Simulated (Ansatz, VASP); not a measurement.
Ba in VASP and in Ansatz

```
Ba
1.0
    -2.40115    2.40115    2.40115
     2.40115   -2.40115    2.40115
     2.40115    2.40115   -2.40115
Ba
1
Cartesian
  0.0000 0.0000 0.0000
```

Alike in both runs: task single point; functional PBE; k mesh 12 × 12 × 12; occupations gaussian, width 0.1 eV; no spin polarisation.

|  | VASP | Ansatz |
| --- | --- | --- |
| version | VASP 6.6.1 | Ansatz 0.2.0 |
| potentials or method | VASP PAW PBE potentials, release 64 (Ba_sv), cutoff 520 eV | scalar-relativistic, plane waves, PAW |
| valence electrons in the cell | 10 | 10 |

|  | VASP | Ansatz | Ansatz less VASP |
| --- | --- | --- | --- |
| gap on the k mesh at the Fermi level (eV) | none | none | - |
| pressure (GPa) | 1.5 | 1.4 | -0.11 |

A gap of «none» marks a metal or a gap that the smearing closes.

Neither program's run includes spin-orbit coupling.
